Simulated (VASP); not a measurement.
# Pd in VASP: single point with PBE+D3(BJ)

Aim: the single point of Pd with PBE+D3(BJ).

All numbers are computed with VASP 6.6.1; they aren't measurements. Logs are shortened: lines on timing, memory, paths and dates and some standing lists are left out, and cuts for length are marked.

## 1. The cell of the first run

The cell holds a slab with vacuum, 12 atoms: a = 4.764 Å, b = 4.764 Å, c = 23.737 Å, α = 90.00°, β = 90.00°, γ = 120.00°.

## 2. Single point, PBE+D3(BJ)

INCAR reads:

```
ALGO = Normal
DIPOL = 0.5 0.5 0.500
EDIFF = 1E-6
ENCUT = 400
GGA = PE
GGA_COMPAT = F
IDIPOL = 3
ISIF = 2
ISMEAR = 0
IVDW = 12
LASPH = T
LCHARG = F
LDIPOL = T
LREAL = F
LWAVE = F
NBANDS = 72
NELM = 120
NELMDL = -8
PREC = Accurate
SIGMA = 0.1
```

KPOINTS reads:

```
k-points
0
Gamma
  6 6 1
```

POSCAR reads:

```
Pd
1.0
    4.7636115146      0.0000000000      0.0000000000
   -2.3818057573      4.1254085854      0.0000000000
    0.0000000000      0.0000000000     23.7367640098
Pd
12
Direct
    0.0000000000      0.3333333333      0.3580943045
    0.3333333333      0.0000000000      0.3580943045
    0.6666666667      0.6666666667      0.3580943045
    0.3333333333      0.3333333333      0.4526981015
    0.6666666667      0.0000000000      0.4526981015
    0.0000000000      0.6666666667      0.4526981015
    0.6666666667      0.3333333333      0.5471984025
    0.0000000000      0.0000000000      0.5471984025
    0.3333333333      0.6666666667      0.5471984025
    0.0000000000      0.3333333333      0.6429564577
    0.3333333333      0.0000000000      0.6429564577
    0.6666666667      0.6666666667      0.6429564577
```

Potentials or basis: VASP PAW PBE potentials, release 64 (Pd).

Run with:

```sh
> cat potpaw_PBE.64/Pd/POTCAR > POTCAR
> mpirun -np 1 vasp_std > vasp.out
```

OUTCAR:

```text
EDIFF = 1E-6
   ENCUT = 400
   GGA = PE
   ISIF = 2
   ISMEAR = 0
   IVDW = 12
   LASPH = T
   LREAL = F
   NELM = 120
   NELMDL = -8
   PREC = Accurate
 IVDW          = 12

 ion  position               nearest neighbor table
   1  0.000  0.333  0.358-   3 2.75   2 2.75   2 2.75   3 2.75   3 2.75   2 2.75   5 2.75   4 2.75
                             6 2.75
   2  0.333  0.000  0.358-   1 2.75   3 2.75   1 2.75   3 2.75   1 2.75   3 2.75   4 2.75   6 2.75
                             5 2.75
   3  0.667  0.667  0.358-   1 2.75   2 2.75   2 2.75   1 2.75   1 2.75   2 2.75   5 2.75   6 2.75
                             4 2.75
   4  0.333  0.333  0.453-   8 2.75   9 2.75   7 2.75   6 2.75   5 2.75   5 2.75   6 2.75   6 2.75
                             5 2.75   2 2.75   1 2.75   3 2.75
   5  0.667  0.000  0.453-   7 2.75   8 2.75   9 2.75   6 2.75   4 2.75   6 2.75   4 2.75   4 2.75
                             6 2.75   3 2.75   1 2.75   2 2.75
   6  0.000  0.667  0.453-   8 2.75   9 2.75   7 2.75   4 2.75   5 2.75   5 2.75   4 2.75   4 2.75
                             5 2.75   2 2.75   3 2.75   1 2.75
   7  0.667  0.333  0.547-   5 2.75   6 2.75   4 2.75   9 2.75   9 2.75   8 2.75   8 2.75   8 2.75
                             9 2.75  10 2.77  11 2.77  12 2.77
   8  0.000  0.000  0.547-   4 2.75   6 2.75   5 2.75   7 2.75   9 2.75   9 2.75   7 2.75   7 2.75
                             9 2.75  10 2.77  12 2.77  11 2.77
   9  0.333  0.667  0.547-   6 2.75   5 2.75   4 2.75   7 2.75   7 2.75   8 2.75   8 2.75   8 2.75
[... 14 lines left out ...]
 A1 = (   4.7636115146,   0.0000000000,   0.0000000000)
 A2 = (  -2.3818057573,   4.1254085854,   0.0000000000)
 A3 = (   0.0000000000,   0.0000000000,  23.7367640098)

Analysis of symmetry for initial positions (statically):
=====================================================================
 Subroutine PRICEL returns following result:

  LATTYP: Found a hexagonal cell.
 ALAT       =     2.7502723900
 C/A-ratio  =     8.6306956708

  Lattice vectors:

 A1 = (  -2.3818057568,  -1.3751361954,   0.0000000000)
 A2 = (   2.3818057571,  -1.3751361950,   0.0000000000)
 A3 = (   0.0000000000,   0.0000000000,  23.7367640098)

   3 primitive cells build up your supercell.

 Routine SETGRP: Setting up the symmetry group for a
 hexagonal supercell.

 Subroutine GETGRP returns: Found  6 space group operations
 (whereof  6 operations were pure point group operations)
 out of a pool of 24 trial point group operations.

The static configuration has the point symmetry C_3v.

Analysis of symmetry for dynamics (positions and initial velocities):
=====================================================================
 Subroutine PRICEL returns following result:

  LATTYP: Found a hexagonal cell.
 ALAT       =     2.7502723900
 C/A-ratio  =     8.6306956708

  Lattice vectors:

 A1 = (  -2.3818057568,  -1.3751361954,   0.0000000000)
 A2 = (   2.3818057571,  -1.3751361950,   0.0000000000)
 A3 = (   0.0000000000,   0.0000000000,  23.7367640098)

   3 primitive cells build up your supercell.

 Routine SETGRP: Setting up the symmetry group for a
 hexagonal supercell.

 Subroutine GETGRP returns: Found  6 space group operations
 (whereof  6 operations were pure point group operations)
 out of a pool of 24 trial point group operations.

The dynamic configuration has the point symmetry C_3v.

 Subroutine INISYM returns: Found  6 space group operations
 (whereof  6 operations are pure point group operations),
 and found     3 'primitive' translations

----------------------------------------------------------------------------------------

                                     Primitive cell

  volume of cell :     155.4904

  direct lattice vectors                    reciprocal lattice vectors
    -2.381805757 -1.375136195  0.000000000    -0.209924759 -0.363600349  0.000000000
     2.381805757 -1.375136195  0.000000000     0.209924759 -0.363600349  0.000000000
     0.000000000  0.000000000 23.736764010     0.000000000  0.000000000  0.042128742

  length of vectors
     2.750272390  2.750272390 23.736764010     0.419849518  0.419849518  0.042128742

  position of ions in fractional coordinates (direct lattice)
     0.666666667  0.333333333  0.358094304
     0.333333333  0.666666667  0.452698101
     1.000000000  0.000000000  0.547198403
     0.666666667  0.333333333  0.642956458

  ion indices of the primitive-cell ions
[... 23 lines left out ...]

  Shift w.r.t. Gamma in fractional coordinates (k-lattice)
     0.000000000  0.000000000  0.000000000

 Subroutine IBZKPT returns following result:
 ===========================================

 Found      7 irreducible k-points:

 Following reciprocal coordinates:
            Coordinates               Weight
  0.000000  0.000000  0.000000      1.000000
  0.166667  0.000000  0.000000      6.000000
  0.333333  0.000000  0.000000      6.000000
  0.500000  0.000000  0.000000      3.000000
  0.166667  0.166667  0.000000      6.000000
  0.333333  0.166667  0.000000     12.000000
  0.333333  0.333333  0.000000      2.000000
   k-points           NKPTS =      7   k-points in BZ     NKDIM =      7   number of bands    NBANDS=     72
   number of dos      NEDOS =    301   number of ions     NIONS =     12
   total plane-waves  NPLWV = 163840
   dimension x,y,z NGX =    32 NGY =   32 NGZ =  160
   dimension x,y,z NGXF=    64 NGYF=   64 NGZF=  320
   ions per type =              12
   NGX,Y,Z   is equivalent  to a cutoff of  11.17, 11.17, 11.21 a.u.
   NGXF,Y,Z  is equivalent  to a cutoff of  22.34, 22.34, 22.41 a.u.
 SYSTEM =  unknown system
   PREC   = accura    normal or accurate (medium, high low for compatibility)
   ISTART =      0    job   : 0-new  1-cont  2-samecut
   ICHARG =      2    charge: 1-file 2-atom 10-const
   ISPIN  =      1    spin polarized calculation?
   LNONCOLLINEAR =      F non collinear calculations
   LSORBIT =      F    spin-orbit coupling
   LASPH  =      T    aspherical Exc in radial PAW
   ENCUT  =  400.0 eV  29.40 Ry    5.42 a.u.   7.77  7.77 38.71*2*pi/ulx,y,z
   NELM   =    120;   NELMIN=  2; NELMDL= -8     # of ELM steps
   EDIFF  = 0.1E-05   stopping-criterion for ELM
   LREAL  =      F    real-space projection
   EDIFFG = 0.1E-04   stopping-criterion for IOM
   NSW    =      0    number of steps for IOM
   IBRION =     -1    ionic relax: 0-MD 1-quasi-New 2-CG
   NFREE  =      0    steps in history (QN), initial steepest desc. (CG)
   ISIF   =      2    stress and relaxation
   ISYM   =      2    0-nonsym 1-usesym 2-fastsym
   POTIM  = 0.5000    time-step for ionic-motion
   TEBEG  =    0.0;   TEEND  =   0.0 temperature during run
   PSTRESS=    0.0 pullay stress
   NELECT =     120.0000    total number of electrons
   NUPDOWN=      -1.0000    fix difference up-down
   EMIN   =  10.00;   EMAX   =-10.00  energy-range for DOS
   EFERMI =   0.00;   METHOD = LEGACY
   ISMEAR =     0;   SIGMA  =   0.10  broadening in eV -4-tet -1-fermi 0-gaus
   EFERMI_NEDOS =   21; number of points for ismear=-14 and -15
   IALGO  =     38    algorithm
   IMIX   =      4    mixing-type and parameters
     AMIX     =   0.40;   BMIX     =  1.00
     AMIX_MAG =   1.60;   BMIX_MAG =  1.00
  volume/ion in A,a.u.               =      38.87       262.33
  Fermi-wavevector in a.u.,A,eV,Ry     =   1.041183  1.967550 14.749553  1.084062
  Thomas-Fermi vector in A             =   2.175792
   LORBIT       =      0    0 simple, 1 ext, 2 COOP (PROOUT), +10 PAW based schemes
   GGA     = PE    functional components
   LHFCALC =     F    Hartree Fock is set to
   AEXX    =    0.0000 exact exchange contribution
   IVDW    =    12    specifies the selected vdW correction
   LEPSILON=     F    determine dielectric tensor
   LRPA    =     F    only Hartree local field effects (RPA)
 non-spin polarized calculation
 Gauss-broadening in eV      SIGMA  =   0.10
  energy-cutoff  :      400.00
  volume of cell :      466.47
 maximum number of plane-waves:      8502
 NGX is ok and might be reduce to    32
   NGX = 15   NGY = 15   NGZ = 77

 dipolmoment           0.000000      0.000000     -0.002580 electrons x Angstroem

 number of electron     120.0000004 magnetization

 dipolmoment           0.000000      0.000000      0.000984 electrons x Angstroem

 Free energy of the ion-electron system (eV)
  ---------------------------------------------------
  ext. energy  EPLUGINS =         0.00000000
  ---------------------------------------------------
  free energy    TOTEN  =       -59.36643606 eV

  energy without entropy =      -59.19758900  energy(sigma->0) =      -59.28201253

 E-fermi :   0.4200     XC(G=0):  -5.7341

 val. band max:        0.4189918135   @ k =   0.3333   0.1667   0.0000
 cond. band min:       0.4209871976   @ k =   0.1667   0.1667   0.0000
 fundamental gap:      0.0019953841
 Fermi energy:         0.4199923678

 k-point     1 :       0.0000    0.0000    0.0000
  band No.  band energies     occupation
      1      -6.2006      2.00000
      2      -5.1185      2.00000
      3      -4.6192      2.00000
      4      -4.4353      2.00000
      5      -3.6563      2.00000
      6      -3.6563      2.00000
[... 514 lines left out ...]
     71       4.6080      0.00000
     72       4.6080      0.00000

------------------------ aborting loop because EDIFF is reached ----------------------------------------

 vacuum level on the upper side and lower side of the slab       (xc-potential included)        -0.138        -0.151

 Edisp (eV)   -5.99766

 E8    (eV) :    -2.7455

  FORCE on cell =-STRESS in cart. coord.  units (eV):
  Direction    XX          YY          ZZ          XY          YZ          ZX
  --------------------------------------------------------------------------------------
  -------------------------------------------------------------------------------------
  Total      -6.60167    -6.60167     0.15499     0.00000     0.00000     0.00000
  in kB     -22.67460   -22.67460     0.53235     0.00000     0.00000     0.00000
  external pressure =      -14.94 kB  Pullay stress =        0.00 kB

 VOLUME and BASIS-vectors are now :
 -----------------------------------------------------------------------------
  energy-cutoff  :      400.00
  volume of cell :      466.47
      direct lattice vectors                 reciprocal lattice vectors
     4.763611515  0.000000000  0.000000000     0.209924759  0.121200116  0.000000000
    -2.381805757  4.125408585  0.000000000     0.000000000  0.242400232  0.000000000
     0.000000000  0.000000000 23.736764010     0.000000000  0.000000000  0.042128742

 POSITION                                       TOTAL-FORCE (eV/Angst)
 -----------------------------------------------------------------------------------
     -0.79394      1.37514      8.50000        -0.000000     -0.000000     -0.142163
      1.58787      0.00000      8.50000        -0.000000      0.000000     -0.142163
      1.58787      2.75027      8.50000        -0.000000      0.000000     -0.142163
      0.79394      1.37514     10.74559        -0.000000     -0.000000      0.153944
      3.17574      0.00000     10.74559         0.000000     -0.000000      0.153944
     -1.58787      2.75027     10.74559         0.000000     -0.000000      0.153944
      2.38181      1.37514     12.98872        -0.000000     -0.000000     -0.002500
      0.00000      0.00000     12.98872        -0.000000     -0.000000     -0.002500
     -0.00000      2.75027     12.98872        -0.000000     -0.000000     -0.002500
     -0.79394      1.37514     15.26171         0.000000     -0.000000     -0.009280
      1.58787      0.00000     15.26171         0.000000     -0.000000     -0.009280
      1.58787      2.75027     15.26171        -0.000000     -0.000000     -0.009280
 -----------------------------------------------------------------------------------
    total drift:                                0.000000      0.000001      0.001101

  FREE ENERGIE OF THE ION-ELECTRON SYSTEM (eV)
  ---------------------------------------------------
  free  energy   TOTEN  =       -65.3640999126 eV

  energy  without entropy=      -65.1952528538  energy(sigma->0) =      -65.27967638

 vacuum level on the upper side and lower side of the slab         5.585         5.571
```

Run time: 4.3 min. Hardware: 1 thread of Intel Xeon 6975P-C (Granite Rapids), shared host; peak memory 0.41 GiB.

What came out:

| Item | Value |
| --- | --- |
| Free energy | -65.3641 eV |
| Largest force | 0.154 eV/Å |
| Band gap on the k mesh | zero (bands 60 and 61 overlap by 0.21 eV) |
| Dispersion energy per atom | -0.500 eV |

Forces in eV/Å, atoms in the order of the input:
```
Pd   0.000  0.000 -0.142
Pd   0.000  0.000 -0.142
Pd   0.000  0.000 -0.142
Pd   0.000  0.000  0.154
Pd   0.000  0.000  0.154
Pd   0.000  0.000  0.154
Pd   0.000  0.000 -0.003
Pd   0.000  0.000 -0.003
Pd   0.000  0.000 -0.003
Pd   0.000  0.000 -0.009
Pd   0.000  0.000 -0.009
Pd   0.000  0.000 -0.009
```

Levels at points of the mesh, in eV from the Fermi level:
```
           k point  band 58  band 59  band 60  band 61  band 62  band 63  band 64  band 65
(0.00, 0.00, 0.00)    -0.22    -0.22    -0.21    -0.21    -0.05    -0.05     0.47     1.45
(0.50, 0.00, 0.00)    -0.07    -0.05    -0.05     0.03     0.16     0.35     0.38     1.49
```
